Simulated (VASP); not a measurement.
# Cu (I4/mmm) in VASP: single point with PBEsol

Aim: the single point of Cu with PBEsol.

Program: VASP 6.6.1. These are calculated values, not measurements. Logs are shortened: lines on timing, memory, paths and dates and some standing lists are left out, and cuts for length are marked.

### 1 The cell of the first run

The structure is tetragonal, space group I4/mmm (No. 139). The conventional cell has a = 2.655 Å, b = 2.655 Å, c = 2.532 Å, α = 90.00°, β = 90.00°, γ = 90.00°. Within 3.0 Å of Cu (site symmetry 4/mmm) lie 14 Cu at 2.26 to 2.65 Å.

### 2 Single point, PBEsol (strain -0.080 along x and y, -0.080 along z)

Input file INCAR:

```
SYSTEM = Cu
PREC = Accurate
ENCUT = 520
EDIFF = 1E-6
ISMEAR = 0
SIGMA = 0.15
LREAL = .FALSE.
LASPH = .TRUE.
NELM = 100
ALGO = Normal
ISIF = 2
LWAVE = .FALSE.
LCHARG = .FALSE.
GGA = PS
NBANDS = 12
```

Input file KPOINTS:

```
Automatic mesh
0
G
  24 24 24
  0 0 0
```

Input file POSCAR:

```
Cu
1.0
   -1.3273698544      1.3273698544      1.2659949340
    1.3273698544     -1.3273698544      1.2659949340
    1.3273698544      1.3273698544     -1.2659949340
Cu
1
Direct
    0.0000000000      0.0000000000      0.0000000000
```

Potentials or basis: VASP PAW PBE potentials, release 64 (Cu).

Command:

```sh
cat potpaw_PBE.64/Cu/POTCAR > POTCAR
mpirun -np 1 vasp_std > vasp.out
```

OUTCAR:

```text
SYSTEM = Cu
   PREC = Accurate
   ENCUT = 520
   EDIFF = 1E-6
   ISMEAR = 0
   LREAL = .FALSE.
   LASPH = .TRUE.
   NELM = 100
   ISIF = 2
   GGA = PS

 ion  position               nearest neighbor table
   1  0.000  0.000  0.000-

  LATTYP: Found a body centered tetragonal cell.
 ALAT       =     2.6547397088
 C/A-ratio  =     0.9537620052

  Lattice vectors:

 A1 = (  -1.3273698544,   1.3273698544,   1.2659949340)
 A2 = (   1.3273698544,  -1.3273698544,   1.2659949340)
 A3 = (   1.3273698544,   1.3273698544,  -1.2659949340)

Analysis of symmetry for initial positions (statically):
=====================================================================
 Subroutine PRICEL returns:
 Original cell was already a primitive cell.

 Routine SETGRP: Setting up the symmetry group for a
 body centered tetragonal supercell.

 Subroutine GETGRP returns: Found 16 space group operations
 (whereof 16 operations were pure point group operations)
 out of a pool of 16 trial point group operations.

The static configuration has the point symmetry D_4h.

Analysis of symmetry for dynamics (positions and initial velocities):
=====================================================================
 Subroutine PRICEL returns:
 Original cell was already a primitive cell.

 Routine SETGRP: Setting up the symmetry group for a
 body centered tetragonal supercell.

 Subroutine GETGRP returns: Found 16 space group operations
 (whereof 16 operations were pure point group operations)
 out of a pool of 16 trial point group operations.

The dynamic configuration has the point symmetry D_4h.

 Subroutine INISYM returns: Found 16 space group operations
 (whereof 16 operations are pure point group operations),
 and found     1 'primitive' translations

----------------------------------------------------------------------------------------

                                     Primitive cell

  volume of cell :       8.9223

  direct lattice vectors                    reciprocal lattice vectors
    -1.327369854  1.327369854  1.265994934     0.000000000  0.376684764  0.394946288
     1.327369854 -1.327369854  1.265994934     0.376684764  0.000000000  0.394946288
     1.327369854  1.327369854 -1.265994934     0.376684764  0.376684764  0.000000000

  length of vectors
     2.264191828  2.264191828  2.264191828     0.545778327  0.545778327  0.532712702

  position of ions in fractional coordinates (direct lattice)
     0.000000000  0.000000000  0.000000000

  ion indices of the primitive-cell ions
   primitive index   ion index
                 1           1

----------------------------------------------------------------------------------------

 KPOINTS: Automatic mesh

Automatic generation of k-mesh.
 Grid dimensions read from file:
 generate k-points for:   24   24   24

 Generating k-lattice:

  Cartesian coordinates                     Fractional coordinates (reciprocal lattice)
     0.000000000  0.015695198  0.016456095     0.041666667  0.000000000  0.000000000
     0.015695198  0.000000000  0.016456095     0.000000000  0.041666667  0.000000000
     0.015695198  0.015695198  0.000000000     0.000000000  0.000000000  0.041666667

  Length of vectors
     0.022740764  0.022740764  0.022196363

  Shift w.r.t. Gamma in fractional coordinates (k-lattice)
     0.000000000  0.000000000  0.000000000

 Subroutine IBZKPT returns following result:
 ===========================================

 Found   1063 irreducible k-points:

 Following reciprocal coordinates:
            Coordinates               Weight
  0.000000  0.000000  0.000000      1.000000
  0.041667  0.000000 -0.000000      8.000000
  0.083333 -0.000000  0.000000      8.000000
  0.125000  0.000000  0.000000      8.000000
  0.166667 -0.000000  0.000000      8.000000
  0.208333  0.000000 -0.000000      8.000000
[... 16 lines left out ...]
  0.416667  0.041667  0.000000     16.000000
  0.458333  0.041667  0.000000     16.000000
 [... further k-points ...]
   k-points           NKPTS =   1063   k-points in BZ     NKDIM =   1063   number of bands    NBANDS=     12
   number of dos      NEDOS =    301   number of ions     NIONS =      1
   total plane-waves  NPLWV =   5832
   dimension x,y,z NGX =    18 NGY =   18 NGZ =   18
   dimension x,y,z NGXF=    36 NGYF=   36 NGZF=   36
   ions per type =               1
   NGX,Y,Z   is equivalent  to a cutoff of  13.22, 13.22, 13.22 a.u.
   NGXF,Y,Z  is equivalent  to a cutoff of  26.43, 26.43, 26.43 a.u.
 SYSTEM =  Cu
   PREC   = accura    normal or accurate (medium, high low for compatibility)
   ISTART =      0    job   : 0-new  1-cont  2-samecut
   ICHARG =      2    charge: 1-file 2-atom 10-const
   ISPIN  =      1    spin polarized calculation?
   LNONCOLLINEAR =      F non collinear calculations
   LSORBIT =      F    spin-orbit coupling
   LASPH  =      T    aspherical Exc in radial PAW
   ENCUT  =  520.0 eV  38.22 Ry    6.18 a.u.   4.21  4.21  4.21*2*pi/ulx,y,z
   NELM   =    100;   NELMIN=  2; NELMDL= -5     # of ELM steps
   EDIFF  = 0.1E-05   stopping-criterion for ELM
   LREAL  =      F    real-space projection
   EDIFFG = 0.1E-04   stopping-criterion for IOM
   NSW    =      0    number of steps for IOM
   IBRION =     -1    ionic relax: 0-MD 1-quasi-New 2-CG
   NFREE  =      0    steps in history (QN), initial steepest desc. (CG)
   ISIF   =      2    stress and relaxation
   ISYM   =      2    0-nonsym 1-usesym 2-fastsym
   POTIM  = 0.5000    time-step for ionic-motion
   TEBEG  =    0.0;   TEEND  =   0.0 temperature during run
   PSTRESS=    0.0 pullay stress
   NELECT =      11.0000    total number of electrons
   NUPDOWN=      -1.0000    fix difference up-down
   EMIN   =  10.00;   EMAX   =-10.00  energy-range for DOS
   EFERMI =   0.00;   METHOD = LEGACY
   ISMEAR =     0;   SIGMA  =   0.15  broadening in eV -4-tet -1-fermi 0-gaus
   EFERMI_NEDOS =   21; number of points for ismear=-14 and -15
   IALGO  =     38    algorithm
   IMIX   =      4    mixing-type and parameters
     AMIX     =   0.40;   BMIX     =  1.00
     AMIX_MAG =   1.60;   BMIX_MAG =  1.00
  volume/ion in A,a.u.               =       8.92        60.21
  Fermi-wavevector in a.u.,A,eV,Ry     =   1.755418  3.317258 41.926228  3.081491
  Thomas-Fermi vector in A             =   2.825167
   LORBIT       =      0    0 simple, 1 ext, 2 COOP (PROOUT), +10 PAW based schemes
   GGA     = PS    functional components
   LHFCALC =     F    Hartree Fock is set to
   AEXX    =    0.0000 exact exchange contribution
   IVDW    =     0    specifies the selected vdW correction
   LEPSILON=     F    determine dielectric tensor
   LRPA    =     F    only Hartree local field effects (RPA)
 non-spin polarized calculation
 Gauss-broadening in eV      SIGMA  =   0.15
  energy-cutoff  :      520.00
  volume of cell :        8.92
 maximum number of plane-waves:       250
 NGX is ok and might be reduce to    18
   NGX =  9   NGY =  9   NGZ =  9

 number of electron      11.0000001 magnetization

 Free energy of the ion-electron system (eV)
  ---------------------------------------------------
  ext. energy  EPLUGINS =         0.00000000
  ---------------------------------------------------
  free energy    TOTEN  =        -3.82171798 eV

  energy without entropy =       -3.81863649  energy(sigma->0) =       -3.82017723

 E-fermi :  11.5250     XC(G=0): -14.6353

 val. band max:       11.5188002398   @ k =  -0.4583   0.5000   0.0833
 cond. band min:      11.5253052780   @ k =   0.5000   0.1250   0.0000
 fundamental gap:      0.0065050382
 Fermi energy:        11.5249904320

 k-point     1 :       0.0000    0.0000    0.0000
  band No.  band energies     occupation
      1      -0.3142      2.00000
      2       7.0882      2.00000
      3       7.3747      2.00000
      4       7.3747      2.00000
      5       8.6357      2.00000
      6       8.9454      2.00000
      7      38.6824      0.00000
      8      38.6824      0.00000
      9      40.0624      0.00000
     10      44.5090      0.00000
     11      45.5268      0.00000
     12      45.7005      0.00000

 k-point     2 :       0.0417    0.0000   -0.0000
  band No.  band energies     occupation
      1      -0.2304      2.00000
      2       7.0968      2.00000
      3       7.3715      2.00000
      4       7.3840      2.00000
      5       8.6356      2.00000
      6       8.9289      2.00000
      7      38.3200      0.00000
      8      38.5769      0.00000
      9      39.6046      0.00000
     10      44.2430      0.00000
     11      44.7259      0.00000
     12      45.1645      0.00000

 k-point     3 :       0.0833   -0.0000    0.0000
  band No.  band energies     occupation
      1       0.0190      2.00000
      2       7.0893      2.00000
      3       7.3590      2.00000
      4       7.4455      2.00000
      5       8.6347      2.00000
      6       8.8871      2.00000
      7      37.0732      0.00000
      8      38.2983      0.00000
      9      38.6763      0.00000
     10      43.0754      0.00000
     11      43.7346      0.00000
     12      44.1962      0.00000
[... 286 lines left out ...]
 k-point    23 :       0.4167    0.0417    0.0000
  band No.  band energies     occupation
      1       4.4784      2.00000
      2       6.1024      2.00000
      3       8.6343      2.00000
      4       8.9810      2.00000
      5       9.3684      2.00000
      6      10.2442      2.00000
      7      18.8469      0.00000
      8      30.6217      0.00000
      9      32.2198      0.00000
     10      36.6640      0.00000
     11      41.0923      0.00000
     12      49.2451      0.00000

 k-point    24 :       0.4583    0.0417    0.0000
  band No.  band energies     occupation
      1       4.5151      2.00000
      2       6.0663      2.00000
      3       8.7274      2.00000
      4       9.0132      2.00000
      5       9.5938      2.00000
      6      10.6572      2.00000
      7      17.8885      0.00000
      8      30.4067      0.00000
      9      31.9507      0.00000
     10      36.6261      0.00000
     11      41.1159      0.00000
     12      49.6741      0.00000

 [... further k-points ...]

------------------------ aborting loop because EDIFF is reached ----------------------------------------

  FORCE on cell =-STRESS in cart. coord.  units (eV):
  Direction    XX          YY          ZZ          XY          YZ          ZX
  --------------------------------------------------------------------------------------
  -------------------------------------------------------------------------------------
  Total        4.0850879      4.0850879      4.1465236      0.0000000     -0.0000000      0.0000000
  in kB      733.5608162    733.5608162    744.5928630      0.0000000     -0.0000000      0.0000000
  external PRESSURE =     737.2381651 kB  Pullay stress =       0.0000000 kB

 VOLUME and BASIS-vectors are now :
 -----------------------------------------------------------------------------
  energy-cutoff  :      520.00
  volume of cell :        8.92
      direct lattice vectors                 reciprocal lattice vectors
    -1.327369854  1.327369854  1.265994934     0.000000000  0.376684764  0.394946288
     1.327369854 -1.327369854  1.265994934     0.376684764  0.000000000  0.394946288
     1.327369854  1.327369854 -1.265994934     0.376684764  0.376684764  0.000000000

 POSITION                                       TOTAL-FORCE (eV/Angst)
 -----------------------------------------------------------------------------------
      0.00000      0.00000      0.00000         0.000000     -0.000000     -0.000000
 -----------------------------------------------------------------------------------
    total drift:                                0.000000      0.000000      0.000000

  FREE ENERGIE OF THE ION-ELECTRON SYSTEM (eV)
  ---------------------------------------------------
  free  energy   TOTEN  =        -3.8217179752 eV

  energy  without entropy=       -3.8186364893  energy(sigma->0) =       -3.82017723
```

Run time: 55 s. Hardware: 1 thread of Intel Xeon Platinum 8488C (Sapphire Rapids), shared host; peak memory 0.21 GiB.

Results:

```yaml
Free_energy: -3.8217 eV
Pressure: 73.7 GPa
```

Caveat: the cell differs from its parent crystal (strain -0.080 along x and y, -0.080 along z); the PAW data sets were made with another functional, which shifts forces and pressure a little.
